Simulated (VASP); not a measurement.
NaF: single point with PBEsol

Crystal: NaF.

```
Na F
1.0
     0.00000    2.26522    2.20714
     2.26522    0.00000    2.20714
     2.26522    2.26522    0.00000
Na F
1 1
Direct
  0.00000 0.00000 0.00000
  0.50000 0.50000 0.50000
```

This cell differs from its parent crystal: strain -0.025 along x and y, -0.050 along z.

```json
{
  "Program": "VASP 6.6.1",
  "Task": "single point",
  "Functional": "PBEsol",
  "Potentials or basis": "VASP PAW PBE potentials, release 64 (Na_pv, F)",
  "Cutoff": "520 eV",
  "k mesh": "8 × 8 × 8",
  "Occupations": "gaussian, width 0.05 eV",
  "Spin": "no spin polarisation"
}
```

```yaml
Pressure: 5.6 GPa
Band_gap_on_the_k_mesh: 6.67 eV, direct
```

Stress tensor (GPa, compression positive):
```
4.39 0.00 0.00
0.00 4.39 0.00
0.00 0.00 8.01
```

Levels at points of the mesh, in eV from the valence-band top:
```
           k point  band 5  band 6  band 7  band 8  band 9  band 10
(0.00, 0.00, 0.00)   -0.01   -0.01    0.00    6.67   19.43    19.43
(0.50, 0.00, 0.00)   -1.84   -0.33   -0.30   11.18   13.13    20.74
(0.50, 0.50, 0.00)   -1.41   -0.50   -0.50   13.21   14.00    14.53
(0.50, 0.00, 0.50)   -1.47   -0.46   -0.43   13.48   13.64    14.44
```

It took 7.2 s on 1 thread of Intel(R) Xeon(R) Platinum 8375C CPU @ 2.90GHz (Ice Lake), on a shared host, peak memory 0.14 GiB.

Caveat: the cell differs from its parent crystal (strain -0.025 along x and y, -0.050 along z); the PAW data sets were made with another functional, which shifts forces and pressure a little.
